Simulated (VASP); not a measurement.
# HgTe (F-43m) in VASP: notebook, part 2 of 2

VASP 6.6.1.

### Step 5. Single point, PBEsol (volume scaled by 1.10)

INCAR reads:

```
SYSTEM = HgTe
ALGO = Normal
EDIFF = 1E-6
ENCUT = 520
GGA = PS
ISIF = 2
ISMEAR = 0
LASPH = .TRUE.
LCHARG = .FALSE.
LREAL = .FALSE.
LWAVE = .FALSE.
NBANDS = 16
NELM = 100
PREC = Accurate
SIGMA = 0.1
```

KPOINTS reads:

```
k-points
0
G
  12 12 12
  0 0 0
```

POSCAR reads:

```
HgTe
1.0
    0.0000000000      3.3597779740      3.3597779740
    3.3597779740      0.0000000000      3.3597779740
    3.3597779740      3.3597779740      0.0000000000
Hg Te
1 1
Direct
    0.0000000000      0.0000000000      0.0000000000
    0.2500000000      0.2500000000      0.2500000000
```

On the command line:

```console
cat potpaw_PBE.64/Hg/POTCAR potpaw_PBE.64/Te/POTCAR > POTCAR
mpirun -np 1 vasp_std > vasp.out
```

It took 26 s on 1 thread of Intel Xeon 6975P-C (Granite Rapids), shared host; peak memory 0.26 GiB.

The run converged. Its results:

```yaml
Free_energy: -4.3079 eV
Pressure: -3.1 GPa
Band_gap_on_the_k_mesh: zero (filled and empty bands touch)
```

Levels at points of the mesh, in eV from the Fermi level:
```tsv
k point	band 7	band 8	band 9	band 10	band 11	band 12
(0.00, 0.00, 0.00)	-1.14	-0.07	-0.07	-0.07	4.29	4.29
(0.50, 0.00, 0.00)	-4.89	-0.86	-0.86	0.56	5.00	5.00
(0.50, 0.50, 0.00)	-4.94	-1.91	-1.91	1.78	2.60	7.63
```

Caveat: the PAW data sets were made with another functional, which shifts forces and pressure a little; spin-orbit coupling is left out, which moves the levels of the heavy elements.

### Step 6. Single point, PBEsol

INCAR reads:

```
PREC = Accurate
ENCUT = 520
EDIFF = 1E-6
ISMEAR = -1
SIGMA = 0.15
LREAL = False
LASPH = True
NELM = 80
ALGO = Normal
ISIF = 2
LWAVE = False
LCHARG = False
GGA = PS
NBANDS = 16
```

KPOINTS reads:

```
regular mesh
0
Gamma
  12 12 12
```

POSCAR reads:

```
HgTe
1.0
    0.0000000000      3.2554795108      3.2554795108
    3.2554795108      0.0000000000      3.2554795108
    3.2554795108      3.2554795108      0.0000000000
Hg Te
1 1
Direct
    0.0000000000      0.0000000000      0.0000000000
    0.2500000000      0.2500000000      0.2500000000
```

Potentials or basis: VASP PAW PBE potentials, release 64 (Hg, Te).

On the command line:

```console
cat potpaw_PBE.64/Hg/POTCAR potpaw_PBE.64/Te/POTCAR > POTCAR
mpirun -np 1 vasp_std > vasp.out
```

OUTCAR:

```text
PREC = Accurate
   ENCUT = 520
   EDIFF = 1E-6
   ISMEAR = -1
   LREAL = False
   LASPH = True
   NELM = 80
   ISIF = 2
   GGA = PS

 ion  position               nearest neighbor table
   1  0.000  0.000  0.000-   2 2.82   2 2.82   2 2.82   2 2.82
   2  0.250  0.250  0.250-   1 2.82   1 2.82   1 2.82   1 2.82

  LATTYP: Found a face centered cubic cell.
 ALAT       =     6.5109590216

  Lattice vectors:

 A1 = (   0.0000000000,   3.2554795108,   3.2554795108)
 A2 = (   3.2554795108,   0.0000000000,   3.2554795108)
 A3 = (   3.2554795108,   3.2554795108,   0.0000000000)

Analysis of symmetry for initial positions (statically):
=====================================================================
 Subroutine PRICEL returns:
 Original cell was already a primitive cell.

 Routine SETGRP: Setting up the symmetry group for a
 face centered cubic supercell.

 Subroutine GETGRP returns: Found 24 space group operations
 (whereof 24 operations were pure point group operations)
 out of a pool of 48 trial point group operations.

The static configuration has the point symmetry T_d .

Analysis of symmetry for dynamics (positions and initial velocities):
=====================================================================
 Subroutine PRICEL returns:
 Original cell was already a primitive cell.

 Routine SETGRP: Setting up the symmetry group for a
 face centered cubic supercell.

 Subroutine GETGRP returns: Found 24 space group operations
 (whereof 24 operations were pure point group operations)
 out of a pool of 48 trial point group operations.

The dynamic configuration has the point symmetry T_d .

 Subroutine INISYM returns: Found 24 space group operations
 (whereof 24 operations are pure point group operations),
 and found     1 'primitive' translations

[... 105 lines left out ...]
   NELECT =      18.0000    total number of electrons
   NUPDOWN=      -1.0000    fix difference up-down
   EMIN   =  10.00;   EMAX   =-10.00  energy-range for DOS
   EFERMI =   0.00;   METHOD = LEGACY
   ISMEAR =    -1;   SIGMA  =   0.15  broadening in eV -4-tet -1-fermi 0-gaus
   EFERMI_NEDOS =   21; number of points for ismear=-14 and -15
   IALGO  =     38    algorithm
   IMIX   =      4    mixing-type and parameters
     AMIX     =   0.40;   BMIX     =  1.00
     AMIX_MAG =   1.60;   BMIX_MAG =  1.00
  volume/ion in A,a.u.               =      34.50       232.83
  Fermi-wavevector in a.u.,A,eV,Ry     =   1.046022  1.976694 14.886970  1.094161
  Thomas-Fermi vector in A             =   2.180842
   LORBIT       =      0    0 simple, 1 ext, 2 COOP (PROOUT), +10 PAW based schemes
   GGA     = PS    functional components
   LHFCALC =     F    Hartree Fock is set to
   AEXX    =    0.0000 exact exchange contribution
   IVDW    =     0    specifies the selected vdW correction
   LEPSILON=     F    determine dielectric tensor
   LRPA    =     F    only Hartree local field effects (RPA)
 non-spin polarized calculation
  energy-cutoff  :      520.00
  volume of cell :       69.00
 maximum number of plane-waves:      1880
 NGX is ok and might be reduce to    36
   NGX = 17   NGY = 17   NGZ = 17

 number of electron      18.0000002 magnetization

 Free energy of the ion-electron system (eV)
  ---------------------------------------------------
  ext. energy  EPLUGINS =         0.00000000
  ---------------------------------------------------
  free energy    TOTEN  =        -4.37967164 eV

  energy without entropy =       -4.37160919  energy(sigma->0) =       -4.37564042

 E-fermi :   2.9754     XC(G=0):  -8.8391

 val. band max:        2.7233100867   @ k =   0.0000   0.0000   0.0000
 cond. band min:       3.1128601118   @ k =   0.0833   0.0000   0.0000
 fundamental gap:      0.3895500251
 Fermi energy:         2.9753520266

 k-point     1 :       0.0000    0.0000    0.0000
  band No.  band energies     occupation
      1      -9.1462      2.00000
      2      -4.4951      2.00000
      3      -4.4951      2.00000
      4      -4.4951      2.00000
      5      -3.9850      2.00000
      6      -3.9850      2.00000
[... 433 lines left out ...]
      3      -4.3320      2.00000
      4      -4.0015      2.00000
      5      -3.9746      2.00000
      6      -3.6800      2.00000
[... 8 lines left out ...]
     15      11.9949      0.00000
     16      12.1794      0.00000

 [... further k-points ...]
[... 5 lines left out ...]
  --------------------------------------------------------------------------------------
  -------------------------------------------------------------------------------------
  Total        0.0425044      0.0425044      0.0425044      0.0000000      0.0000000     -0.0000000
  in kB        0.9868923      0.9868923      0.9868923      0.0000000      0.0000000     -0.0000000
  external PRESSURE =       0.9868923 kB  Pullay stress =       0.0000000 kB

 VOLUME and BASIS-vectors are now :
 -----------------------------------------------------------------------------
  energy-cutoff  :      520.00
  volume of cell :       69.00
      direct lattice vectors                 reciprocal lattice vectors
     0.000000000  3.255479511  3.255479511    -0.153587205  0.153587205  0.153587205
     3.255479511  0.000000000  3.255479511     0.153587205 -0.153587205  0.153587205
     3.255479511  3.255479511  0.000000000     0.153587205  0.153587205 -0.153587205

 POSITION                                       TOTAL-FORCE (eV/Angst)
 -----------------------------------------------------------------------------------
      0.00000      0.00000      0.00000         0.000000      0.000000      0.000000
      1.62774      1.62774      1.62774        -0.000000     -0.000000     -0.000000
 -----------------------------------------------------------------------------------
    total drift:                               -0.000000     -0.000000     -0.000000

  FREE ENERGIE OF THE ION-ELECTRON SYSTEM (eV)
  ---------------------------------------------------
  free  energy   TOTEN  =        -4.3796716405 eV

  energy  without entropy=       -4.3716091929  energy(sigma->0) =       -4.37564042
```

stdout:

```text
POSCAR found type information on POSCAR HgTe
 POSCAR found :  2 types and       2 ions
 scaLAPACK will be used
 -----------------------------------------------------------------------------
|                                                                             |
|                                                                             |
|     You enforced a specific xc type in the INCAR file but a different       |
|     I HOPE YOU KNOW WHAT YOU ARE DOING!                                     |
|                                                                             |
 -----------------------------------------------------------------------------

 LDA part: xc-table for (Slater+PW92), standard interpolation
 POSCAR, INCAR and KPOINTS ok, starting setup
 FFT: planning ... GRIDC
 FFT: planning ... GRID_SOFT
 FFT: planning ... GRID
 WAVECAR not read
 entering main loop
```

Wall time 92 s (1 thread of AMD EPYC 7R43 (Zen 3), shared host); peak memory 0.22 GiB.

What came out:

- Free energy: -4.3797 eV
- Pressure: 0.1 GPa
- Band gap on the k mesh: zero (filled and empty bands touch)

Levels at points of the mesh, in eV from the Fermi level:
| k point | band 7 | band 8 | band 9 | band 10 | band 11 | band 12 |
| --- | --- | --- | --- | --- | --- | --- |
| (0.00, 0.00, 0.00) | -1.11 | -0.25 | -0.25 | -0.25 | 3.97 | 3.97 |
| (0.50, 0.00, 0.00) | -5.65 | -1.20 | -1.20 | 0.39 | 4.75 | 4.75 |
| (0.50, 0.50, 0.00) | -5.60 | -2.45 | -2.45 | 1.60 | 2.19 | 7.77 |

Caveat: the PAW data sets were made with another functional, which shifts forces and pressure a little; spin-orbit coupling is left out, which moves the levels of the heavy elements.

### Step 7. Overview

```tsv
cell	smearing	gap on the mesh (eV)	pressure (GPa)
a = 4.603 Å, angles 60.0°, 2 atoms	gaussian 0.1 eV	none	0.1
a = 4.648 Å, angles 60.0°, 2 atoms	gaussian 0.1 eV	none	-1.1
a = 4.693 Å, angles 60.0°, 2 atoms	gaussian 0.1 eV	none	-2.0
a = 4.751 Å, angles 60.0°, 2 atoms	gaussian 0.1 eV	none	-3.1
a = 4.604 Å, angles 60.0°, 2 atoms	fermi-dirac 0.15 eV	none	0.1
```

Alike in all rows: task single point; level PBEsol; potentials or basis VASP PAW PBE potentials, release 64 (Hg, Te); no spin polarisation; k mesh 12 × 12 × 12; cutoff (eV) 520.

Caveats: the PAW data sets were made with another functional, which shifts forces and pressure a little; spin-orbit coupling is left out, which moves the levels of the heavy elements.

Absolute energies hang on the potentials; compare differences alone.
